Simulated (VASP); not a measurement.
Runs of VASP 6.6.1 on Si4Sb. The structure is that of space group Im-3m (No. 229), or close to it. The cells are those of the table. 

```tsv
task	cell	k mesh	cutoff (eV)	gap on the mesh (eV)	pressure (GPa)	relaxed volume (Å³/atom)
relaxation of cell and atoms	relaxed from a = 4.941 Å, angles 109.5°, 5 atoms	4 × 4 × 4	600	none	-0.1	23.55
single point	a = 5.347 Å, angles 109.5°, 5 atoms	10 × 10 × 10	520	none	0.2	-
single point	a = 5.328 Å, angles 109.5°, 5 atoms	4 × 4 × 4	520	none	(a)	-
single point	a = 4.941 Å, angles 109.5°, 5 atoms	4 × 4 × 4	520	none	21.4	-
relaxation of cell and atoms	relaxed from a = 5.328 Å, angles 109.5°, 5 atoms	10 × 10 × 10	600	none	0.0	(b)
```

Alike in all rows: level PBE; potentials or basis VASP PAW PBE potentials, release 64 (Si, Sb); no spin polarisation; smearing gaussian 0.1 eV.

Problem. Estimate the missing entries.

Solution. (a) 0.5; (b) 23.62.

Caveats: some runs use coarse meshes; spin-orbit coupling is left out, which moves the levels of the heavy elements; the volume moved by over 15 % at a fixed basis, so the end points are rough (some runs).

A k mesh can miss the band edges, and the runs leave out spin-orbit coupling on Sb.

A gap of «none» marks levels without a gap at the run's occupations.
